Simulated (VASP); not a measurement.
A run of VASP 6.6.1:

File INCAR:

```
SYSTEM = Al2Cu
  GGA = PS
  ISMEAR = 1
  SIGMA = 0.1
  LWAVE = .False.
  LCHARG = .False.
  ISIF = 2
  PREC = Accurate
  LASPH = .True.
  LREAL = .False.
  ALGO = Normal
  EDIFF = 1E-6
  NELM = 120
  GGA_COMPAT = .False.
  ENCUT = 400
```

The input KPOINTS:

```
k-points
0
Gamma
  8 8 11
```

File POSCAR:

```
Al2Cu
1.0
    4.1051820000      0.0000000000      0.0000000000
    0.0000000000      4.1051820000      0.0000000000
    0.0000000000      0.0000000000      2.8913130000
Cu Al
1 2
Direct
    0.0000000000      0.0000000000      0.0000000000
    0.0000000000      0.5000000000      0.5000000000
    0.5000000000      0.0000000000      0.5000000000
```

Potentials or basis: VASP PAW PBE potentials, release 64 (Cu, Al).

Run with:

```sh
$ cat potpaw_PBE.64/Cu/POTCAR potpaw_PBE.64/Al/POTCAR > POTCAR
$ mpirun -np 1 vasp_std > vasp.out
```

Hardware: 1 thread of Intel(R) Xeon(R) Platinum 8259CL CPU @ 2.50GHz (Skylake/Cascade Lake), on a shared host.

Estimate the wall time of this run.

Run time: 41 s on 1 thread of Intel(R) Xeon(R) Platinum 8259CL CPU @ 2.50GHz (Skylake/Cascade Lake), with other jobs on the host, peak memory 0.16 GiB. Counts: scf iterations 15, k points 90.
